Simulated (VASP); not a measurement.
# Cu (Fm-3m) in VASP: notebook

Runs on Cu. Level: PBE. Tasks: single point.

Everything below comes from runs of VASP 6.6.1. Logs are shortened: lines on timing, memory, paths and dates and some standing lists are left out, and cuts for length are marked.

### 1 The cell of the first run

Symmetry: Fm-3m, No. 225, cubic system. Conventional cell: a = 3.556 Å, b = 3.556 Å, c = 3.556 Å, α = 90.00°, β = 90.00°, γ = 90.00°. Cu (site symmetry m-3m) has 12 Cu at 2.51 Å within 3.3 Å.

### 2 Single point, PBE (volume scaled by 0.94)

The input, INCAR:

```
ALGO = Normal ; EDIFF = 1E-6
ENCUT = 520 ; GGA = PE
ISIF = 2 ; ISMEAR = 0
LASPH = T ; LCHARG = T
LELF = T ; LREAL = F
LVHAR = T ; LWAVE = F
NBANDS = 12 ; NELM = 60
PREC = Accurate ; SIGMA = 0.1
```

The input, KPOINTS:

```
k-points
0
Gamma
  20 20 20
```

The input, POSCAR:

```
Cu
1.0
    0.0000000000      1.7778255060      1.7778255060
    1.7778255060      0.0000000000      1.7778255060
    1.7778255060      1.7778255060      0.0000000000
Cu
1
Direct
    0.0000000000      0.0000000000      0.0000000000
```

Potentials or basis: VASP PAW PBE potentials, release 64 (Cu).

Started as:

```console
$ cat potpaw_PBE.64/Cu/POTCAR > POTCAR
$ mpirun -np 1 vasp_std > vasp.out
```

OUTCAR:

```text
EDIFF = 1E-6
   ENCUT = 520
   GGA = PE
   ISIF = 2
   ISMEAR = 0
   LASPH = T
   LREAL = F
   NELM = 60
   PREC = Accurate

 ion  position               nearest neighbor table
   1  0.000  0.000  0.000-

  LATTYP: Found a face centered cubic cell.
 ALAT       =     3.5556510120

  Lattice vectors:

 A1 = (   0.0000000000,   1.7778255060,   1.7778255060)
 A2 = (   1.7778255060,   0.0000000000,   1.7778255060)
 A3 = (   1.7778255060,   1.7778255060,   0.0000000000)

Analysis of symmetry for initial positions (statically):
=====================================================================
 Subroutine PRICEL returns:
 Original cell was already a primitive cell.

 Routine SETGRP: Setting up the symmetry group for a
 face centered cubic supercell.

 Subroutine GETGRP returns: Found 48 space group operations
 (whereof 48 operations were pure point group operations)
 out of a pool of 48 trial point group operations.

The static configuration has the point symmetry O_h .

Analysis of symmetry for dynamics (positions and initial velocities):
=====================================================================
 Subroutine PRICEL returns:
 Original cell was already a primitive cell.

 Routine SETGRP: Setting up the symmetry group for a
 face centered cubic supercell.

 Subroutine GETGRP returns: Found 48 space group operations
 (whereof 48 operations were pure point group operations)
 out of a pool of 48 trial point group operations.

The dynamic configuration has the point symmetry O_h .

 Subroutine INISYM returns: Found 48 space group operations
 (whereof 48 operations are pure point group operations),
 and found     1 'primitive' translations

----------------------------------------------------------------------------------------

                                     Primitive cell

  volume of cell :      11.2382

  direct lattice vectors                    reciprocal lattice vectors
     0.000000000  1.777825506  1.777825506    -0.281242449  0.281242449  0.281242449
     1.777825506  0.000000000  1.777825506     0.281242449 -0.281242449  0.281242449
     1.777825506  1.777825506  0.000000000     0.281242449  0.281242449 -0.281242449

  length of vectors
     2.514224942  2.514224942  2.514224942     0.487126212  0.487126212  0.487126212

  position of ions in fractional coordinates (direct lattice)
     0.000000000  0.000000000  0.000000000

  ion indices of the primitive-cell ions
   primitive index   ion index
                 1           1

----------------------------------------------------------------------------------------

 KPOINTS: k-points

Automatic generation of k-mesh.
 Grid dimensions read from file:
 generate k-points for:   20   20   20

 Generating k-lattice:

  Cartesian coordinates                     Fractional coordinates (reciprocal lattice)
    -0.014062122  0.014062122  0.014062122     0.050000000  0.000000000  0.000000000
     0.014062122 -0.014062122  0.014062122     0.000000000  0.050000000  0.000000000
     0.014062122  0.014062122 -0.014062122     0.000000000  0.000000000  0.050000000

  Length of vectors
     0.024356311  0.024356311  0.024356311

  Shift w.r.t. Gamma in fractional coordinates (k-lattice)
     0.000000000  0.000000000  0.000000000

 Subroutine IBZKPT returns following result:
 ===========================================

 Found    256 irreducible k-points:

 Following reciprocal coordinates:
            Coordinates               Weight
  0.000000  0.000000  0.000000      1.000000
  0.050000  0.000000  0.000000      8.000000
  0.100000  0.000000  0.000000      8.000000
  0.150000  0.000000  0.000000      8.000000
  0.200000  0.000000  0.000000      8.000000
  0.250000  0.000000  0.000000      8.000000
[... 16 lines left out ...]
 -0.400000  0.050000  0.000000     24.000000
 -0.350000  0.050000  0.000000     24.000000
 [... further k-points ...]
   k-points           NKPTS =    256   k-points in BZ     NKDIM =    256   number of bands    NBANDS=     12
   number of dos      NEDOS =    301   number of ions     NIONS =      1
   total plane-waves  NPLWV =   8000
   dimension x,y,z NGX =    20 NGY =   20 NGZ =   20
   dimension x,y,z NGXF=    40 NGYF=   40 NGZF=   40
   ions per type =               1
   NGX,Y,Z   is equivalent  to a cutoff of  13.22, 13.22, 13.22 a.u.
   NGXF,Y,Z  is equivalent  to a cutoff of  26.45, 26.45, 26.45 a.u.
 SYSTEM =  unknown system
   PREC   = accura    normal or accurate (medium, high low for compatibility)
   ISTART =      0    job   : 0-new  1-cont  2-samecut
   ICHARG =      2    charge: 1-file 2-atom 10-const
   ISPIN  =      1    spin polarized calculation?
   LNONCOLLINEAR =      F non collinear calculations
   LSORBIT =      F    spin-orbit coupling
   LASPH  =      T    aspherical Exc in radial PAW
   ENCUT  =  520.0 eV  38.22 Ry    6.18 a.u.   4.67  4.67  4.67*2*pi/ulx,y,z
   NELM   =     60;   NELMIN=  2; NELMDL= -5     # of ELM steps
   EDIFF  = 0.1E-05   stopping-criterion for ELM
   LREAL  =      F    real-space projection
   EDIFFG = 0.1E-04   stopping-criterion for IOM
   NSW    =      0    number of steps for IOM
   IBRION =     -1    ionic relax: 0-MD 1-quasi-New 2-CG
   NFREE  =      0    steps in history (QN), initial steepest desc. (CG)
   ISIF   =      2    stress and relaxation
   ISYM   =      2    0-nonsym 1-usesym 2-fastsym
   POTIM  = 0.5000    time-step for ionic-motion
   TEBEG  =    0.0;   TEEND  =   0.0 temperature during run
   PSTRESS=    0.0 pullay stress
   NELECT =      11.0000    total number of electrons
   NUPDOWN=      -1.0000    fix difference up-down
   EMIN   =  10.00;   EMAX   =-10.00  energy-range for DOS
   EFERMI =   0.00;   METHOD = LEGACY
   ISMEAR =     0;   SIGMA  =   0.10  broadening in eV -4-tet -1-fermi 0-gaus
   EFERMI_NEDOS =   21; number of points for ismear=-14 and -15
   IALGO  =     38    algorithm
   IMIX   =      4    mixing-type and parameters
     AMIX     =   0.40;   BMIX     =  1.00
     AMIX_MAG =   1.60;   BMIX_MAG =  1.00
  volume/ion in A,a.u.               =      11.24        75.84
  Fermi-wavevector in a.u.,A,eV,Ry     =   1.625449  3.071653 35.947727  2.642083
  Thomas-Fermi vector in A             =   2.718570
   LORBIT       =      0    0 simple, 1 ext, 2 COOP (PROOUT), +10 PAW based schemes
   GGA     = PE    functional components
   LHFCALC =     F    Hartree Fock is set to
   AEXX    =    0.0000 exact exchange contribution
   IVDW    =     0    specifies the selected vdW correction
   LEPSILON=     F    determine dielectric tensor
   LRPA    =     F    only Hartree local field effects (RPA)
 non-spin polarized calculation
 Gauss-broadening in eV      SIGMA  =   0.10
  energy-cutoff  :      520.00
  volume of cell :       11.24
 maximum number of plane-waves:       318
   NGX =  9   NGY =  9   NGZ =  9

 number of electron      11.0000013 magnetization

 Free energy of the ion-electron system (eV)
  ---------------------------------------------------
  ext. energy  EPLUGINS =         0.00000000
  ---------------------------------------------------
  free energy    TOTEN  =        -3.70516515 eV

  energy without entropy =       -3.70390355  energy(sigma->0) =       -3.70453435

 E-fermi :   8.1961     XC(G=0): -13.0166

 val. band max:        8.1448577136   @ k =   0.4500   0.3000   0.0000
 cond. band min:       8.1993404461   @ k =   0.5000   0.2500   0.1000
 fundamental gap:      0.0544827324
 Fermi energy:         8.1961236942

 k-point     1 :       0.0000    0.0000    0.0000
  band No.  band energies     occupation
      1      -1.5186      2.00000
      2       5.0347      2.00000
      3       5.0347      2.00000
      4       5.0347      2.00000
      5       5.9229      2.00000
      6       5.9229      2.00000
      7      31.2079      0.00000
      8      34.2430      0.00000
      9      34.2430      0.00000
     10      34.2430      0.00000
     11      36.7861      0.00000
     12      36.7861      0.00000

 k-point     2 :       0.0500    0.0000    0.0000
  band No.  band energies     occupation
      1      -1.4241      2.00000
      2       5.0134      2.00000
      3       5.0535      2.00000
      4       5.0535      2.00000
      5       5.9152      2.00000
      6       5.9152      2.00000
      7      30.7649      0.00000
      8      32.9287      0.00000
      9      33.9351      0.00000
     10      33.9351      0.00000
     11      37.2225      0.00000
     12      37.2225      0.00000

 k-point     3 :       0.1000    0.0000    0.0000
  band No.  band energies     occupation
      1      -1.1432      2.00000
      2       4.9544      2.00000
      3       5.1038      2.00000
      4       5.1038      2.00000
      5       5.8979      2.00000
      6       5.8979      2.00000
      7      28.8473      0.00000
      8      32.1087      0.00000
      9      33.3378      0.00000
     10      33.3378      0.00000
     11      38.1666      0.00000
     12      38.1666      0.00000
[... 286 lines left out ...]
 k-point    23 :      -0.4000    0.0500    0.0000
  band No.  band energies     occupation
      1       2.7449      2.00000
      2       5.0063      2.00000
      3       5.0567      2.00000
      4       5.7775      2.00000
      5       6.4016      2.00000
      6       6.8737      2.00000
      7      13.9149      0.00000
      8      28.6161      0.00000
      9      30.5759      0.00000
     10      31.4607      0.00000
     11      34.3352      0.00000
     12      35.7608      0.00000

 k-point    24 :      -0.3500    0.0500    0.0000
  band No.  band energies     occupation
      1       2.3951      2.00000
      2       5.0611      2.00000
      3       5.1044      2.00000
      4       5.2267      2.00000
      5       6.2620      2.00000
      6       6.5617      2.00000
      7      15.8004      0.00000
      8      28.5796      0.00000
      9      30.9586      0.00000
     10      32.2186      0.00000
     11      34.4058      0.00000
     12      36.2287      0.00000

 [... further k-points ...]

------------------------ aborting loop because EDIFF is reached ----------------------------------------

  FORCE on cell =-STRESS in cart. coord.  units (eV):
  Direction    XX          YY          ZZ          XY          YZ          ZX
  --------------------------------------------------------------------------------------
  -------------------------------------------------------------------------------------
  Total        0.7529114      0.7529114      0.7529114     -0.0000000      0.0000000      0.0000000
  in kB      107.3388754    107.3388754    107.3388754     -0.0000000      0.0000000      0.0000000
  external PRESSURE =     107.3388754 kB  Pullay stress =       0.0000000 kB

 VOLUME and BASIS-vectors are now :
 -----------------------------------------------------------------------------
  energy-cutoff  :      520.00
  volume of cell :       11.24
      direct lattice vectors                 reciprocal lattice vectors
     0.000000000  1.777825506  1.777825506    -0.281242449  0.281242449  0.281242449
     1.777825506  0.000000000  1.777825506     0.281242449 -0.281242449  0.281242449
     1.777825506  1.777825506  0.000000000     0.281242449  0.281242449 -0.281242449

 POSITION                                       TOTAL-FORCE (eV/Angst)
 -----------------------------------------------------------------------------------
      0.00000      0.00000      0.00000        -0.000000      0.000000      0.000000
 -----------------------------------------------------------------------------------
    total drift:                                0.000000      0.000000      0.000000

  FREE ENERGIE OF THE ION-ELECTRON SYSTEM (eV)
  ---------------------------------------------------
  free  energy   TOTEN  =        -3.7051651461 eV

  energy  without entropy=       -3.7039035519  energy(sigma->0) =       -3.70453435
```

It took 54 s on 1 thread of Intel Xeon Platinum 8259CL at 2.50GHz (Skylake/Cascade Lake), shared host; peak memory 0.15 GiB.

What came out:

```yaml
Free_energy: -3.7052 eV
Pressure: 10.7 GPa
```

Caveat: the cell differs from its parent crystal (volume scaled by 0.94).

### 3 Single point, PBE

This run uses another cell than the first one, of 11.81 Å³/atom, 1.051 times its volume.

The input, INCAR:

```
PREC = Accurate
ENCUT = 520
EDIFF = 1E-6
ISMEAR = 0
SIGMA = 0.1
LREAL = False
LASPH = True
NELM = 60
ALGO = Normal
ISIF = 2
LWAVE = False
LCHARG = False
GGA = PE
NBANDS = 12
```

The input, KPOINTS:

```
regular mesh
0
Gamma
  20 20 20
```

The input, POSCAR:

```
Cu
1.0
    0.0000000000      1.8075000000      1.8075000000
    1.8075000000      0.0000000000      1.8075000000
    1.8075000000      1.8075000000      0.0000000000
Cu
1
Direct
    0.0000000000      0.0000000000      0.0000000000
```

Potentials or basis: VASP PAW PBE potentials, release 64 (Cu).

Started as:

```console
$ cat potpaw_PBE.64/Cu/POTCAR > POTCAR
$ mpirun -np 1 vasp_std > vasp.out
```

OUTCAR:

```text
PREC = Accurate
   ENCUT = 520
   EDIFF = 1E-6
   ISMEAR = 0
   LREAL = False
   LASPH = True
   NELM = 60
   ISIF = 2
   GGA = PE

 ion  position               nearest neighbor table
   1  0.000  0.000  0.000-

  LATTYP: Found a face centered cubic cell.
 ALAT       =     3.6150000000

  Lattice vectors:

 A1 = (   0.0000000000,   1.8075000000,   1.8075000000)
 A2 = (   1.8075000000,   0.0000000000,   1.8075000000)
 A3 = (   1.8075000000,   1.8075000000,   0.0000000000)

Analysis of symmetry for initial positions (statically):
=====================================================================
 Subroutine PRICEL returns:
 Original cell was already a primitive cell.

 Routine SETGRP: Setting up the symmetry group for a
 face centered cubic supercell.

 Subroutine GETGRP returns: Found 48 space group operations
 (whereof 48 operations were pure point group operations)
 out of a pool of 48 trial point group operations.

The static configuration has the point symmetry O_h .

Analysis of symmetry for dynamics (positions and initial velocities):
=====================================================================
 Subroutine PRICEL returns:
[... 167 lines left out ...]
      4       4.5599      2.00000
      5       5.3820      2.00000
      6       5.3820      2.00000
      7      30.1797      0.00000
      8      32.8241      0.00000
      9      32.8241      0.00000
     10      32.8241      0.00000
     11      35.3161      0.00000
     12      35.3161      0.00000
[... 331 lines left out ...]
 k-point    24 :      -0.3500    0.0500    0.0000
  band No.  band energies     occupation
      1       2.0480      2.00000
      2       4.5860      2.00000
      3       4.6259      2.00000
      4       4.7592      2.00000
      5       5.6975      2.00000
      6       5.9801      2.00000
      7      14.8668      0.00000
      8      27.3793      0.00000
      9      29.7688      0.00000
     10      30.7478      0.00000
     11      33.0511      0.00000
     12      34.7925      0.00000

 [... further k-points ...]

------------------------ aborting loop because EDIFF is reached ----------------------------------------

  FORCE on cell =-STRESS in cart. coord.  units (eV):
  Direction    XX          YY          ZZ          XY          YZ          ZX
  --------------------------------------------------------------------------------------
  -------------------------------------------------------------------------------------
  Total        0.1729775      0.1729775      0.1729775      0.0000000      0.0000000     -0.0000000
  in kB       23.4658022     23.4658022     23.4658022      0.0000000      0.0000000     -0.0000000
  external PRESSURE =      23.4658022 kB  Pullay stress =       0.0000000 kB

 VOLUME and BASIS-vectors are now :
 -----------------------------------------------------------------------------
  energy-cutoff  :      520.00
  volume of cell :       11.81
      direct lattice vectors                 reciprocal lattice vectors
     0.000000000  1.807500000  1.807500000    -0.276625173  0.276625173  0.276625173
     1.807500000  0.000000000  1.807500000     0.276625173 -0.276625173  0.276625173
     1.807500000  1.807500000  0.000000000     0.276625173  0.276625173 -0.276625173

 POSITION                                       TOTAL-FORCE (eV/Angst)
 -----------------------------------------------------------------------------------
      0.00000      0.00000      0.00000         0.000000      0.000000      0.000000
 -----------------------------------------------------------------------------------
    total drift:                                0.000000      0.000000      0.000000

  FREE ENERGIE OF THE ION-ELECTRON SYSTEM (eV)
  ---------------------------------------------------
  free  energy   TOTEN  =        -3.7280354316 eV

  energy  without entropy=       -3.7267209797  energy(sigma->0) =       -3.72737821
```

Run time: 43 s. Hardware: 1 thread of Intel Xeon Platinum 8259CL at 2.50GHz (Skylake/Cascade Lake), shared host; peak memory 0.15 GiB.

Results:

* Free energy: -3.7280 eV
* Pressure: 2.3 GPa

Levels at points of the mesh, in eV from the Fermi level:
```csv
k point,band 2,band 3,band 4,band 5,band 6,band 7,band 8,band 9,band 10,band 11
"(0.00, 0.00, 0.00)",-3.00,-3.00,-3.00,-2.18,-2.18,22.62,25.26,25.26,25.26,27.76
"(0.50, 0.00, 0.00)",-3.03,-3.03,-1.61,-1.61,-0.98,3.78,21.11,22.10,22.10,25.10
"(0.50, 0.50, 0.00)",-4.39,-1.63,-1.47,-1.47,1.52,7.14,13.11,13.11,17.60,20.29
```

[end of part 1 of 2]
